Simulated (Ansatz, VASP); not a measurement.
Two plane-wave programs on SnTe

```
Sn Te
1.0
     0.00000    3.20406    3.20406
     3.20406    0.00000    3.20406
     3.20406    3.20406    0.00000
Sn Te
1 1
Direct
  0.00000 0.00000 0.00000
  0.50000 0.50000 0.50000
```

Alike in both runs: functional PBE; k mesh 12 × 12 × 12; occupations fermi-dirac, width 0.1 eV; no spin polarisation.

Ansatz relaxed the structure, and its values are those at the end. VASP's run is a single point on that final structure, the one shown.

|  | VASP | Ansatz |
| --- | --- | --- |
| version | VASP 6.6.1 | Ansatz 0.2.0 |
| potentials or method | VASP PAW PBE potentials, release 64 (Sn_d, Te) | PAW with Ansatz's default frozen-core files, scalar-relativistic |
| plane-wave cutoff (eV) | 520 | 420 |
| valence electrons in the cell | 20 | 30 |

|  | VASP | Ansatz | Ansatz less VASP |
| --- | --- | --- | --- |
| pressure (GPa) | 0.0 | 0.0 | +0.02 |

VASP's potentials hold 20 valence electrons a cell and Ansatz's 30, so a difference there can come from the potentials and not from the codes.

Neither program's run includes spin-orbit coupling.
